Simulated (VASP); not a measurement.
# Ru (P6_3/mmc) in VASP: a series of runs

Ru is run at these levels: r2SCAN; tasks: single point.

Everything below comes from runs of VASP 6.6.1. Logs are shortened: lines on timing, memory, paths and dates and some standing lists are left out, and cuts for length are marked.

## (1) The cell of the first run

It takes space group P6_3/mmc (No. 194, hexagonal). Conventional cell: a = 2.625 Å, b = 2.625 Å, c = 4.346 Å, α = 90.00°, β = 90.00°, γ = 120.00°. Ru (site symmetry -6m2) has 12 Ru at 2.62 to 2.65 Å within 3.5 Å.

## (2) Single point, r2SCAN (strain -0.030 along x and y, +0.015 along z)

Input file POSCAR:

```
Ru
1.0
    2.6246253542      0.0000000000      0.0000000000
   -1.3123126771      2.2729922322      0.0000000000
    0.0000000000      0.0000000000      4.3461285000
Ru
2
Direct
    0.3333333333      0.6666666667      0.2500000000
    0.6666666667      0.3333333333      0.7500000000
```

Input file INCAR.step1:

```
SYSTEM = Ru
ALGO = Normal ; EDIFF = 1E-4
ENCUT = 520 ; GGA = PE
ISMEAR = 0 ; LASPH = .TRUE.
LCHARG = .FALSE. ; LREAL = .FALSE.
LWAVE = .TRUE. ; NBANDS = 21
NELM = 60 ; PREC = Accurate
SIGMA = 0.15
```

Input file INCAR.step2:

```
SYSTEM = Ru
ALGO = Normal ; EDIFF = 1E-6
ENCUT = 520 ; ISIF = 2
ISMEAR = 0 ; ISTART = 1
LASPH = .TRUE. ; LCHARG = .FALSE.
LMIXTAU = .TRUE. ; LREAL = .FALSE.
LWAVE = .FALSE. ; METAGGA = R2SCAN
NBANDS = 21 ; NELM = 60
PREC = Accurate ; SIGMA = 0.15
```

Input file KPOINTS:

```
k-points
0
G
  24 24 12
  0 0 0
```

Potentials or basis: VASP PAW PBE potentials, release 64 (Ru_pv).

On the command line:

```bash
$ cat potpaw_PBE.64/Ru_pv/POTCAR > POTCAR
$ cp INCAR.step1 INCAR
$ mpirun -np 1 vasp_std > vasp.out
$ cp INCAR.step2 INCAR
$ mpirun -np 1 vasp_std > vasp.out
```

OUTCAR:

```text
SYSTEM = Ru
   EDIFF = 1E-6
   ENCUT = 520
   ISIF = 2
   ISMEAR = 0
   ISTART = 1
   LASPH = .TRUE.
   LREAL = .FALSE.
   METAGGA = R2SCAN
   NELM = 60
   PREC = Accurate

 ion  position               nearest neighbor table
   1  0.333  0.667  0.250-   2 2.65   2 2.65   2 2.65   2 2.65   2 2.65   2 2.65
   2  0.667  0.333  0.750-   1 2.65   1 2.65   1 2.65   1 2.65   1 2.65   1 2.65

  LATTYP: Found a hexagonal cell.
 ALAT       =     2.6246253542
 C/A-ratio  =     1.6559043343

  Lattice vectors:

 A1 = (   2.6246253542,   0.0000000000,   0.0000000000)
 A2 = (  -1.3123126771,   2.2729922322,   0.0000000000)
 A3 = (   0.0000000000,   0.0000000000,   4.3461285000)

Analysis of symmetry for initial positions (statically):
=====================================================================
 Subroutine PRICEL returns:
 Original cell was already a primitive cell.

 Routine SETGRP: Setting up the symmetry group for a
 hexagonal supercell.

 Subroutine GETGRP returns: Found 24 space group operations
 (whereof 12 operations were pure point group operations)
 out of a pool of 24 trial point group operations.

The static configuration has the point symmetry D_3d.
 The point group associated with its full space group is D_6h.

Analysis of symmetry for dynamics (positions and initial velocities):
=====================================================================
 Subroutine PRICEL returns:
 Original cell was already a primitive cell.

 Routine SETGRP: Setting up the symmetry group for a
 hexagonal supercell.

 Subroutine GETGRP returns: Found 24 space group operations
 (whereof 12 operations were pure point group operations)
 out of a pool of 24 trial point group operations.

The dynamic configuration has the point symmetry D_3d.
 The point group associated with its full space group is D_6h.

 Subroutine INISYM returns: Found 24 space group operations
 (whereof 12 operations are pure point group operations),
 and found     1 'primitive' translations

----------------------------------------------------------------------------------------

                                     Primitive cell

  volume of cell :      25.9279

  direct lattice vectors                    reciprocal lattice vectors
     2.624625354  0.000000000  0.000000000     0.381006759  0.219974355  0.000000000
    -1.312312677  2.272992232  0.000000000     0.000000000  0.439948710  0.000000000
     0.000000000  0.000000000  4.346128500     0.000000000  0.000000000  0.230089837

  length of vectors
     2.624625354  2.624625354  4.346128500     0.439948710  0.439948710  0.230089837

  position of ions in fractional coordinates (direct lattice)
     0.333333333  0.666666667  0.250000000
     0.666666667  0.333333333  0.750000000

  ion indices of the primitive-cell ions
   primitive index   ion index
                 1           1
                 2           2

----------------------------------------------------------------------------------------

 KPOINTS: k-points

Automatic generation of k-mesh.
 Grid dimensions read from file:
 generate k-points for:   24   24   12

 Generating k-lattice:

  Cartesian coordinates                     Fractional coordinates (reciprocal lattice)
     0.015875282  0.009165598  0.000000000     0.041666667  0.000000000  0.000000000
     0.000000000  0.018331196  0.000000000     0.000000000  0.041666667  0.000000000
     0.000000000  0.000000000  0.019174153     0.000000000  0.000000000  0.083333333

  Length of vectors
     0.018331196  0.018331196  0.019174153

  Shift w.r.t. Gamma in fractional coordinates (k-lattice)
     0.000000000  0.000000000  0.000000000

 Subroutine IBZKPT returns following result:
 ===========================================

 Found    427 irreducible k-points:

 Following reciprocal coordinates:
            Coordinates               Weight
  0.000000  0.000000  0.000000      1.000000
  0.041667  0.000000  0.000000      6.000000
  0.083333  0.000000  0.000000      6.000000
  0.125000  0.000000  0.000000      6.000000
  0.166667  0.000000  0.000000      6.000000
  0.208333  0.000000  0.000000      6.000000
[... 16 lines left out ...]
  0.416667  0.041667  0.000000     12.000000
  0.458333  0.041667  0.000000     12.000000
 [... further k-points ...]
   k-points           NKPTS =    427   k-points in BZ     NKDIM =    427   number of bands    NBANDS=     21
   number of dos      NEDOS =    301   number of ions     NIONS =      2
   total plane-waves  NPLWV =  12800
   dimension x,y,z NGX =    20 NGY =   20 NGZ =   32
   dimension x,y,z NGXF=    40 NGYF=   40 NGZF=   64
   ions per type =               2
   NGX,Y,Z   is equivalent  to a cutoff of  12.67, 12.67, 12.24 a.u.
   NGXF,Y,Z  is equivalent  to a cutoff of  25.34, 25.34, 24.48 a.u.
 SYSTEM =  Ru
   PREC   = accura    normal or accurate (medium, high low for compatibility)
   ISTART =      1    job   : 0-new  1-cont  2-samecut
   ICHARG =      0    charge: 1-file 2-atom 10-const
   ISPIN  =      1    spin polarized calculation?
   LNONCOLLINEAR =      F non collinear calculations
   LSORBIT =      F    spin-orbit coupling
   LASPH  =      T    aspherical Exc in radial PAW
   ENCUT  =  520.0 eV  38.22 Ry    6.18 a.u.   4.88  4.88  8.08*2*pi/ulx,y,z
   NELM   =     60;   NELMIN=  2; NELMDL=  0     # of ELM steps
   EDIFF  = 0.1E-05   stopping-criterion for ELM
   LREAL  =      F    real-space projection
   EDIFFG = 0.1E-04   stopping-criterion for IOM
   NSW    =      0    number of steps for IOM
   IBRION =     -1    ionic relax: 0-MD 1-quasi-New 2-CG
   NFREE  =      0    steps in history (QN), initial steepest desc. (CG)
   ISIF   =      2    stress and relaxation
   ISYM   =      2    0-nonsym 1-usesym 2-fastsym
   POTIM  = 0.5000    time-step for ionic-motion
   TEBEG  =    0.0;   TEEND  =   0.0 temperature during run
   PSTRESS=    0.0 pullay stress
   NELECT =      28.0000    total number of electrons
   NUPDOWN=      -1.0000    fix difference up-down
   EMIN   =  10.00;   EMAX   =-10.00  energy-range for DOS
   EFERMI =   0.00;   METHOD = LEGACY
   ISMEAR =     0;   SIGMA  =   0.15  broadening in eV -4-tet -1-fermi 0-gaus
   EFERMI_NEDOS =   21; number of points for ismear=-14 and -15
   IALGO  =     38    algorithm
   IMIX   =      4    mixing-type and parameters
     AMIX     =   0.40;   BMIX     =  1.00
     AMIX_MAG =   1.60;   BMIX_MAG =  1.00
  volume/ion in A,a.u.               =      12.96        87.49
  Fermi-wavevector in a.u.,A,eV,Ry     =   1.679596  3.173977 38.382628  2.821044
  Thomas-Fermi vector in A             =   2.763480
   LORBIT       =      0    0 simple, 1 ext, 2 COOP (PROOUT), +10 PAW based schemes
   METAGGA = R2SCAN    functional components
   LHFCALC =     F    Hartree Fock is set to
   AEXX    =    0.0000 exact exchange contribution
   IVDW    =     0    specifies the selected vdW correction
   LEPSILON=     F    determine dielectric tensor
   LRPA    =     F    only Hartree local field effects (RPA)
 non-spin polarized calculation
 Gauss-broadening in eV      SIGMA  =   0.15
  energy-cutoff  :      520.00
  volume of cell :       25.93
 maximum number of plane-waves:       720
 NGX is ok and might be reduce to    20
   NGX =  9   NGY =  9   NGZ = 17

 number of electron      28.0000003 magnetization

 Free energy of the ion-electron system (eV)
  ---------------------------------------------------
  ext. energy  EPLUGINS =         0.00000000
  ---------------------------------------------------
  free energy    TOTEN  =       -50.73826438 eV

  energy without entropy =      -50.72120043  energy(sigma->0) =      -50.72973241

 E-fermi :  13.6055     XC(G=0): -15.7392

 val. band max:       13.6039423052   @ k =   0.2500   0.0417   0.1667
 cond. band min:      13.6165576286   @ k =   0.3750   0.1250   0.3333
 fundamental gap:      0.0126153235
 Fermi energy:        13.6054607000

 k-point     1 :       0.0000    0.0000    0.0000
  band No.  band energies     occupation
      1     -31.6109      2.00000
      2     -30.4459      2.00000
      3     -30.4459      2.00000
      4     -30.3140      2.00000
      5     -30.2810      2.00000
      6     -30.2810      2.00000
[... 13 lines left out ...]
     20      22.0212      0.00000
     21      24.3747      0.00000

 k-point     2 :       0.0417    0.0000    0.0000
  band No.  band energies     occupation
      1     -31.6035      2.00000
      2     -30.4646      2.00000
      3     -30.4516      2.00000
      4     -30.3164      2.00000
      5     -30.3004      2.00000
      6     -30.2839      2.00000
[... 13 lines left out ...]
     20      22.0212      0.00000
     21      24.3627      0.00000

 k-point     3 :       0.0833    0.0000    0.0000
  band No.  band energies     occupation
      1     -31.5816      2.00000
      2     -30.5195      2.00000
      3     -30.4684      2.00000
      4     -30.3567      2.00000
      5     -30.3238      2.00000
      6     -30.2926      2.00000
[... 13 lines left out ...]
     20      22.0212      0.00000
     21      24.3255      0.00000

 k-point     4 :       0.1250    0.0000    0.0000
  band No.  band energies     occupation
      1     -31.5459      2.00000
      2     -30.6068      2.00000
      3     -30.4945      2.00000
      4     -30.4453      2.00000
      5     -30.3363      2.00000
      6     -30.3067      2.00000
[... 13 lines left out ...]
     20      22.0213      0.00000
     21      24.2615      0.00000

 k-point     5 :       0.1667    0.0000    0.0000
  band No.  band energies     occupation
      1     -31.4978      2.00000
      2     -30.7202      2.00000
      3     -30.5588      2.00000
      4     -30.5280      2.00000
      5     -30.3541      2.00000
      6     -30.3257      2.00000
[... 13 lines left out ...]
     20      22.0213      0.00000
     21      24.1732      0.00000
[... 382 lines left out ...]
     20      23.6789      0.00000
     21      24.0643      0.00000

 k-point    22 :       0.3750    0.0417    0.0000
  band No.  band energies     occupation
      1     -31.4143      2.00000
      2     -31.2228      2.00000
      3     -31.1144      2.00000
      4     -30.7344      2.00000
      5     -30.5451      2.00000
      6     -30.4630      2.00000
[... 13 lines left out ...]
     20      23.0206      0.00000
     21      24.9533      0.00000

 k-point    23 :       0.4167    0.0417    0.0000
  band No.  band energies     occupation
      1     -31.4828      2.00000
      2     -31.2846      2.00000
      3     -31.0576      2.00000
      4     -30.7545      2.00000
      5     -30.5826      2.00000
      6     -30.4764      2.00000
[... 13 lines left out ...]
     20      22.0218      0.00000
     21      25.5021      0.00000

 k-point    24 :       0.4583    0.0417    0.0000
  band No.  band energies     occupation
      1     -31.5181      2.00000
      2     -31.3165      2.00000
      3     -31.0240      2.00000
      4     -30.7649      2.00000
      5     -30.6062      2.00000
      6     -30.4834      2.00000
[... 13 lines left out ...]
     20      22.0212      0.00000
     21      25.7520      0.00000

 [... further k-points ...]
[... 5 lines left out ...]
  --------------------------------------------------------------------------------------
  -------------------------------------------------------------------------------------
  Total        4.1524575      4.1524575     -0.0637186      0.0000000      0.0000000      0.0000000
  in kB      256.5948544    256.5948544     -3.9373937      0.0000000      0.0000000      0.0000000
  external PRESSURE =     169.7507717 kB  Pullay stress =       0.0000000 kB

 VOLUME and BASIS-vectors are now :
 -----------------------------------------------------------------------------
  energy-cutoff  :      520.00
  volume of cell :       25.93
      direct lattice vectors                 reciprocal lattice vectors
     2.624625354  0.000000000  0.000000000     0.381006759  0.219974355  0.000000000
    -1.312312677  2.272992232  0.000000000     0.000000000  0.439948710  0.000000000
     0.000000000  0.000000000  4.346128500     0.000000000  0.000000000  0.230089837

 POSITION                                       TOTAL-FORCE (eV/Angst)
 -----------------------------------------------------------------------------------
     -0.00000      1.51533      1.08653         0.000000     -0.000000      0.000000
      1.31231      0.75766      3.25960        -0.000000      0.000000      0.000000
 -----------------------------------------------------------------------------------
    total drift:                                0.000000     -0.000000      0.000000

  FREE ENERGIE OF THE ION-ELECTRON SYSTEM (eV)
  ---------------------------------------------------
  free  energy   TOTEN  =       -50.7382643812 eV

  energy  without entropy=      -50.7212004296  energy(sigma->0) =      -50.72973241
```

Wall time 13 min (1 thread of Intel Xeon 8259CL, shared host); peak memory 0.29 GiB.

Results:

```
Free energy            : -50.7383 eV
Pressure               : 17.0 GPa
Band gap on the k mesh : zero (bands 14 and 15 overlap by 3.49 eV)
```

Levels at points of the mesh, in eV from the Fermi level:
```
           k point  band 11  band 12  band 13  band 14  band 15  band 16  band 17  band 18
(0.00, 0.00, 0.00)    -2.87    -2.22    -2.22    -1.18    -1.18     0.84     1.33     1.33
(0.50, 0.00, 0.00)    -2.63    -1.93    -1.78     1.90     1.93     2.26     4.60     6.90
(0.00, 0.00, 0.50)    -2.95    -2.95    -2.95    -2.95     0.59     0.59     0.59     0.59
(0.50, 0.00, 0.50)    -1.01    -1.01     0.51     0.51     2.11     2.11     3.77     3.77
```

Caveat: the cell differs from its parent crystal (strain -0.030 along x and y, +0.015 along z); the stress differs along the axes, from -0 to 26 GPa; the PAW data sets were made with another functional, which shifts forces and pressure a little.

## (3) Single point, r2SCAN (strain -0.030 along x and y, +0.030 along z)

Changes to POSCAR since step 2:

```diff
@@ -4,3 +4,3 @@
    -1.3123126771      2.2729922322      0.0000000000
-    0.0000000000      0.0000000000      4.3461285000
+    0.0000000000      0.0000000000      4.4103570000
 Ru
```

Input file INCAR.step1:

```
SYSTEM = Ru
PREC = Accurate
ENCUT = 520
ISMEAR = 0
SIGMA = 0.15
LREAL = .False.
LASPH = .True.
NELM = 60
NBANDS = 21
GGA = PE
ALGO = Normal
EDIFF = 1E-4
LWAVE = .True.
LCHARG = .False.
```

Input file INCAR.step2:

```
SYSTEM = Ru
PREC = Accurate
ENCUT = 520
EDIFF = 1E-6
ISMEAR = 0
SIGMA = 0.15
LREAL = .False.
LASPH = .True.
NELM = 60
ALGO = Normal
ISIF = 2
LWAVE = .False.
LCHARG = .False.
METAGGA = R2SCAN
LMIXTAU = .True.
NBANDS = 21
ISTART = 1
```

Input file KPOINTS:

```
Automatic mesh
0
Gamma
  24 24 12
  0 0 0
```

Potentials or basis: VASP PAW PBE potentials, release 64 (Ru_pv).

On the command line:

```bash
$ cat potpaw_PBE.64/Ru_pv/POTCAR > POTCAR
$ cp INCAR.step1 INCAR
$ mpirun -np 1 vasp_std > vasp.out
$ cp INCAR.step2 INCAR
$ mpirun -np 1 vasp_std > vasp.out
```

Wall time 14 min (1 thread of Intel Xeon 8259CL, shared host); peak memory 0.3 GiB.

The run converged. Its results:

* Free energy: -50.7255 eV
* Pressure: 11.5 GPa
* Band gap on the k mesh: zero (bands 14 and 15 overlap by 3.27 eV)

Stress tensor (GPa, compression positive):
```
 22.50   0.00   0.00
  0.00  22.50   0.00
  0.00   0.00 -10.39
```

Levels at points of the mesh, in eV from the Fermi level:
```csv
k point,band 11,band 12,band 13,band 14,band 15,band 16,band 17,band 18
"(0.00, 0.00, 0.00)",-2.79,-2.19,-2.19,-1.03,-1.03,0.66,1.31,1.31
"(0.50, 0.00, 0.00)",-2.67,-1.96,-1.70,1.82,1.96,2.28,4.55,6.82
"(0.00, 0.00, 0.50)",-2.84,-2.84,-2.84,-2.84,0.59,0.59,0.59,0.59
"(0.50, 0.00, 0.50)",-0.93,-0.93,0.50,0.50,2.15,2.15,3.71,3.71
```

Caveat: the cell differs from its parent crystal (strain -0.030 along x and y, +0.030 along z); the stress differs along the axes, from -10 to 23 GPa; the PAW data sets were made with another functional, which shifts forces and pressure a little.

The gap in the log of VASP goes by the Fermi energy; the results here count the filled bands.